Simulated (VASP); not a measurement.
NaHgH2:

```xyz
4
Lattice="3.6062 0.0000 0.0000 0.0000 3.6062 0.0000 0.0000 0.0000 5.1000" Properties=species:S:1:pos:R:3 pbc="T T T"
Na    0.0000    0.0000    0.0000
Hg    1.8031    1.8031    2.5500
H     0.0000    0.0000    2.5500
H     1.8031    1.8031    0.0000
```

* Program: VASP 6.6.1
* Task: relaxation of cell and atoms
* Functional: PBE
* Potentials or basis: VASP PAW PBE potentials, release 64 (Na_pv, Hg, H)
* Cutoff: 600 eV
* k mesh: 6 × 6 × 4
* Occupations: gaussian, width 0.1 eV
* Spin: no spin polarisation

At the start: pressure -4.3 GPa; volume 16.58 Å³/atom.

Problem. How do energy, volume and symmetry change on relaxing?

Solution. Over 8 steps the energy falls by 62.2 meV/atom and the volume is 13.89 Å³/atom (-16.2 %); space group P4/mmm (No. 123, to 0.05 Å).

Step by step:
| step | energy change (eV) | largest force (eV/Å) | pressure (GPa) | volume (Å³) |
| --- | --- | --- | --- | --- |
| 1 | 0.0000 | 0.0000 | -4.27 | 66.33 |
| 2 | -0.1127 | 0.0000 | -3.25 | 62.17 |
| 3 | -0.2123 | 0.0000 | -0.77 | 56.32 |
| 4 | -0.2207 | 0.0000 | 0.92 | 53.76 |
| 5 | -0.2213 | 0.0000 | 0.48 | 54.36 |
| 6 | -0.2337 | 0.0000 | 0.49 | 54.44 |
| 7 | -0.2462 | 0.0000 | 0.72 | 54.56 |
| 8 | -0.2487 | 0.0000 | 0.06 | 55.57 |

Final structure:
```cif
data_structure
_symmetry_space_group_name_H-M 'P 1'
_symmetry_Int_Tables_number 1
_cell_length_a 3.5370
_cell_length_b 3.5370
_cell_length_c 4.4421
_cell_angle_alpha 90.000
_cell_angle_beta 90.000
_cell_angle_gamma 90.000
_cell_volume 55.57
loop_
_atom_site_label
_atom_site_type_symbol
_atom_site_fract_x
_atom_site_fract_y
_atom_site_fract_z
_atom_site_occupancy
Na1 Na 0.00000 0.00000 0.00000 1
Hg1 Hg 0.50000 0.50000 0.50000 1
H1 H 0.00000 0.00000 0.50000 1
H2 H 0.50000 0.50000 0.00000 1
```

Caveat: the volume moved by over 15 % at a fixed basis, so the end points are rough.
